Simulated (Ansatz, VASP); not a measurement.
## GaP in VASP and in Ansatz

```
Ga P
1.0
     0.00000    2.67075    2.72525
     2.67075    0.00000    2.72525
     2.67075    2.67075    0.00000
Ga P
1 1
Direct
  0.00000 0.00000 0.00000
  0.75000 0.75000 0.75000
```

Change from the starting cell: equal xx and yy strain of -2 %, PAW files.

Alike in both runs: task electric field gradients; functional PBEsol; k mesh 12 × 12 × 12; occupations fermi-dirac, width 0.08 eV; no spin polarisation.

|  | VASP | Ansatz |
| --- | --- | --- |
| version | VASP 6.6.1 | Ansatz 0.2.0 |
| potentials or method | VASP PAW PBE potentials, release 64 (Ga_d, P) | PAW with Ansatz's default frozen-core files, scalar-relativistic |
| plane-wave cutoff (eV) | 520 | 420 |
| valence electrons in the cell | 18 | 18 |

VASP gave:

| Property | Result |
| --- | --- |
| pressure (GPa) | 3.0 |
| traceless stress, the component that is largest in VASP (GPa) | -1.05 |
| size of Vzz on the site where it differs most (V/Å²) | 3.4 |

Q: What did Ansatz give for the same quantities?

A: Pressure (GPa): 3.1; traceless stress, the component that is largest in VASP (GPa): -1.04; size of Vzz on the site where it differs most (V/Å²): 3.9.

VASP's potentials were made for PBE, not for PBEsol.
